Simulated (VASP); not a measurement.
B:

```xyz
4
Lattice="2.1006 0.0000 0.0000 -1.0503 1.8192 0.0000 0.0000 0.0000 6.8605" Properties=species:S:1:pos:R:3 pbc="T T T"
B     0.0000    0.0000    0.0000
B     0.0000    0.0000    3.4303
B     0.0000    1.2128    1.7151
B     1.0503    0.6064    5.1454
```

- Program: VASP 6.6.1
- Task: relaxation of cell and atoms
- Functional: revPBE
- Potentials or basis: VASP PAW PBE potentials, release 64 (B)
- Cutoff: 600 eV
- k mesh: 17 × 17 × 5
- Occupations: fermi-dirac, width 0.1 eV
- Spin: no spin polarisation

At the start: pressure -18.7 GPa; volume 6.55 Å³/atom.

Question: How do energy, volume and symmetry change on relaxing?

Answer: Over 32 steps the energy falls by 639.8 meV/atom and the volume is 7.95 Å³/atom (+21.3 %); space group P6_3/mmc (No. 194, to 0.05 Å).

Step by step:
| step | energy change (eV) | largest force (eV/Å) | pressure (GPa) | volume (Å³) |
| --- | --- | --- | --- | --- |
| 1 | 0.0000 | 0.0000 | -18.67 | 26.22 |
| 2 | -0.1407 | 0.0000 | 7.32 | 23.42 |
| 3 | -0.1502 | 0.0000 | 1.31 | 23.94 |
| 4 | -0.1799 | 0.0000 | 1.96 | 23.91 |
| 5 | -0.3042 | 0.0000 | 4.34 | 23.78 |
| 6 | -0.5888 | 0.0000 | 16.00 | 23.35 |
| 7 | -0.3497 | 0.0000 | 69.49 | 21.87 |
| 8 | -0.6500 | 0.0000 | 44.50 | 22.51 |
| 9 | -0.6821 | 0.0000 | 36.30 | 22.73 |
| 10 | -0.6687 | 0.0000 | 41.21 | 22.59 |
| 11 | -0.7674 | 0.0000 | 34.56 | 23.01 |
| 12 | -0.9739 | 0.0000 | 17.08 | 24.28 |
| 13 | -1.0419 | 0.0000 | -8.56 | 26.97 |
| 14 | -1.0648 | 0.0000 | -1.57 | 26.09 |
| 15 | -1.0923 | 0.0000 | -1.43 | 26.19 |
| 16 | -1.1686 | 0.0000 | -1.07 | 26.49 |
| 17 | -1.3203 | 0.0000 | 0.28 | 27.03 |
| 18 | -1.8683 | 0.0000 | 2.92 | 27.92 |
| 19 | -2.2817 | 0.0000 | 28.48 | 29.01 |
| 20 | -2.4136 | 0.0000 | 16.55 | 28.75 |
| 21 | -2.4102 | 0.0000 | 19.29 | 28.82 |
| 22 | -2.4498 | 0.0000 | 17.22 | 29.41 |
| 23 | -2.4759 | 0.0000 | 11.63 | 31.19 |
| 24 | -2.4811 | 0.0000 | 13.13 | 30.68 |
| 25 | -2.5259 | 0.0000 | 8.35 | 31.08 |
| 26 | -2.5565 | 0.0000 | -2.44 | 32.09 |
| 27 | -2.5593 | 0.0000 | -0.20 | 31.86 |
| 28 | -2.5593 | 0.0000 | 0.05 | 31.84 |
| 29 | -2.5593 | 0.0000 | 0.06 | 31.83 |
| 30 | -2.5594 | 0.0000 | 0.09 | 31.82 |
| 31 | -2.5594 | 0.0000 | 0.16 | 31.79 |
| 32 | -2.5594 | 0.0000 | -0.02 | 31.80 |

Final structure:
```xyz
4
Lattice="1.7215 0.0000 0.0000 -0.8607 1.4908 0.0000 0.0000 0.0000 12.3926" Properties=species:S:1:pos:R:3 pbc="T T T"
B     0.0000    0.0000    0.0000
B     0.0000    0.0000    6.1963
B     0.0000    0.9939    3.0982
B     0.8607    0.4969    9.2945
```

Caveat: the volume moved by over 15 % at a fixed basis, so the end points are rough; the PAW data sets were made with another functional, which shifts forces and pressure a little.
